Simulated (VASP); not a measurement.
# SnO2 in VASP: notebook, part 2 of 2

VASP 6.6.1.

**5. Relaxation of cell and atoms, LDA, target pressure 10 GPa, at which the enthalpy is minimised**

This run uses another cell than the first one, of 11.34 Å³/atom, 0.956 times its volume.

INCAR reads:

```
  PREC = Accurate
  ENCUT = 600
  EDIFF = 1E-6
  ISMEAR = 0
  SIGMA = 0.02
  LREAL = False
  LASPH = True
  NELM = 100
  ALGO = Normal
  ISIF = 3
  LWAVE = False
  LCHARG = False
  GGA = CA
  IBRION = 2
  NSW = 70
  EDIFFG = -0.008
  PSTRESS = 100.0
```

KPOINTS reads:

```
regular mesh
0
Gamma
  6 6 8
```

POSCAR reads:

```
SnO2
1.0
    4.6445112857      0.0000000000      0.0000000000
    0.0000000000      4.6441360911      0.0000000000
    0.0000000000      0.0000000000      3.1543289219
Sn O
2 4
Direct
    0.5000000000      0.5000000000      0.5000000000
    0.0000000000      0.0000000000      0.0000000000
    0.3058275762      0.3056779241      0.0000000000
    0.8058275762      0.1943220759      0.5000000000
    0.1941724238      0.8056779241      0.5000000000
    0.6941724238      0.6943220759      0.0000000000
```

Potentials or basis: VASP PAW LDA potentials, release 64 (Sn_d, O).

Started as:

```
$ cat potpaw_LDA.64/Sn_d/POTCAR potpaw_LDA.64/O/POTCAR > POTCAR
$ mpirun -np 1 vasp_std > vasp.out
```

OUTCAR:

```text
PREC = Accurate
   ENCUT = 600
   EDIFF = 1E-6
   ISMEAR = 0
   LREAL = False
   LASPH = True
   NELM = 100
   ISIF = 3
   GGA = CA
   IBRION = 2
   NSW = 70
   EDIFFG = -0.008
   PSTRESS = 100.0

 ion  position               nearest neighbor table
   1  0.500  0.500  0.500-   4 2.01   5 2.01   3 2.03   6 2.03   3 2.03   6 2.03   2 3.64   2 3.64
                             2 3.64   2 3.64   2 3.64   2 3.64   2 3.64   2 3.64
   2  0.000  0.000  0.000-   3 2.01   6 2.01   5 2.03   4 2.03   4 2.03   5 2.03   1 3.64   1 3.64
                             1 3.64   1 3.64   1 3.64   1 3.64   1 3.64   1 3.64
   3  0.306  0.306  0.000-   2 2.01   1 2.03   1 2.03
   4  0.806  0.194  0.500-   1 2.01   2 2.03   2 2.03
   5  0.194  0.806  0.500-   1 2.01   2 2.03   2 2.03
   6  0.694  0.694  0.000-   2 2.01   1 2.03   1 2.03

  LATTYP: Found a simple orthorhombic cell.
 ALAT       =     3.1543289219
 B/A-ratio  =     1.4723055858
[... 409 lines left out ...]
  ---------------------------------------------------
  free energy    TOTEN  =       -42.19096671 eV

  energy without entropy =      -42.19096671  energy(sigma->0) =      -42.19096671

 E-fermi :   6.5573     XC(G=0): -12.0482

 val. band max:        6.4226302507   @ k =   0.0000   0.0000   0.0000
 cond. band min:       8.0683909576   @ k =   0.0000   0.0000   0.0000
 fundamental gap:      1.6457607069
 Fermi energy:         6.5572552618

 k-point     1 :       0.0000    0.0000    0.0000
  band No.  band energies     occupation
      1     -14.6693      2.00000
      2     -13.7758      2.00000
      3     -13.4541      2.00000
      4     -13.4339      2.00000
      5     -13.4339      2.00000
      6     -13.4052      2.00000
[... 805 lines left out ...]
     30      14.1191      0.00000
     31      17.0949      0.00000

 [... further k-points ...]

------------------------ aborting loop because EDIFF is reached ----------------------------------------

  FORCE on cell =-STRESS in cart. coord.  units (eV):
  Direction    XX          YY          ZZ          XY          YZ          ZX
  --------------------------------------------------------------------------------------
  -------------------------------------------------------------------------------------
  Total        4.2776440      4.2775190      4.2949978      0.0000000      0.0000000      0.0000000
  in kB      100.2807550    100.2778257    100.6875798      0.0000000      0.0000000      0.0000000
  external PRESSURE =       0.4153868 kB  Pullay stress =     100.0000000 kB
[... 25 lines left out ...]
  energy  without entropy=      -42.1909667129  energy(sigma->0) =      -42.19096671

  enthalpy is  TOTEN    =       -37.9252987999 eV   P V=        4.2656679130

 reached required accuracy - stopping structural energy minimisation
```

OSZICAR:

```text
N       E                     dE             d eps       ncg     rms          rms(c)
DAV:   1     0.689053113217E+03    0.68905E+03   -0.28771E+04  5423   0.292E+03
DAV:   2     0.594905824718E+02   -0.62956E+03   -0.60774E+03  5474   0.734E+02
DAV:   3    -0.426699498589E+02   -0.10216E+03   -0.10074E+03  5485   0.240E+02
[... 44 lines left out ...]
       N       E                     dE             d eps       ncg     rms          rms(c)
DAV:   1    -0.421909761894E+02    0.39361E-03   -0.12977E-02  5600   0.770E-01    0.445E-02
DAV:   2    -0.421909785858E+02   -0.23964E-05   -0.31008E-04  6311   0.149E-01    0.241E-02
DAV:   3    -0.421909680221E+02    0.10564E-04   -0.12511E-05  7348   0.469E-02    0.842E-03
DAV:   4    -0.421909665756E+02    0.14466E-05   -0.18138E-06  4122   0.217E-02    0.142E-03
DAV:   5    -0.421909667129E+02   -0.13732E-06   -0.17873E-06  3173   0.139E-02
   6 F= -.37925299E+02 E0= -.37925299E+02  d E =-.362240E-04
```

It took 3.8 min on 1 thread of Intel Xeon 6975P-C (Granite Rapids), shared host; peak memory 0.29 GiB.

Results:

* Free energy: -42.1910 eV
* Relaxed volume: 11.39 Å³/atom
* Relaxed cell: a = 4.643 Å, b = 4.643 Å, c = 3.170 Å, α = 90.00°, β = 90.00°, γ = 90.00°
* Space group after relaxing (to 0.05 Å): P4_2/mnm (No. 136)
* Energy change on relaxing (the enthalpy is what falls): -3.7 meV/atom
* Ionic steps: 6
* Pressure after relaxing: 10.0 GPa
* Band gap on the k mesh: 1.65 eV, direct

The path:
```tsv
step	energy change (eV)	largest force (eV/Å)	pressure (GPa)	volume (Å³)
1	0.0000	0.0894	11.51	68.04
2	-0.0615	0.1119	7.15	69.09
3	-0.0279	0.0091	9.78	68.44
4	-0.0227	0.0190	10.00	68.35
5	-0.0226	0.0186	10.00	68.35
6	-0.0222	0.0010	10.04	68.34
```

Final structure:
```
Sn O
1.0
     4.64336    0.00000    0.00000
     0.00000    4.64297    0.00000
     0.00000    0.00000    3.17007
Sn O
2 4
Direct
  0.50000 0.50000 0.50000
  0.00000 0.00000 0.00000
  0.30560 0.30545 0.00000
  0.80560 0.19455 0.50000
  0.19440 0.80545 0.50000
  0.69440 0.69455 0.00000
```

Caveat: the cell is relaxed towards a set pressure, so the enthalpy falls and the energy may rise; spin-orbit coupling is left out, which moves the levels of the heavy elements.

**6. Overview**

```csv
task,cell,cutoff (eV),gap on the mesh (eV),pressure (GPa),largest force (eV/Å)
single point,"a = 4.721, b = 4.724, c = 3.190 Å, 6 atoms",520,1.20,1.1,0.02
single point,"a = 4.788, b = 4.867, c = 3.241 Å, 6 atoms",600,0.58,-10.0,0.02
relaxation of cell and atoms,"relaxed to 10 GPa from a = 4.645, b = 4.644, c = 3.154 Å, 6 atoms",600,1.65,10.0,-
```

Some of these runs hold the atoms at other places in the same cell, which the table doesn't show; runs alike in all that it shows share one row.

Alike in all rows: level LDA; potentials or basis VASP PAW LDA potentials, release 64 (Sn_d, O); no spin polarisation; k mesh 6 × 6 × 8; smearing gaussian 0.02 eV.

Caveats: spin-orbit coupling is left out, which moves the levels of the heavy elements; the cell is relaxed towards a set pressure, so the enthalpy falls and the energy may rise (some runs).

Absolute energies hang on the potentials; compare differences alone.
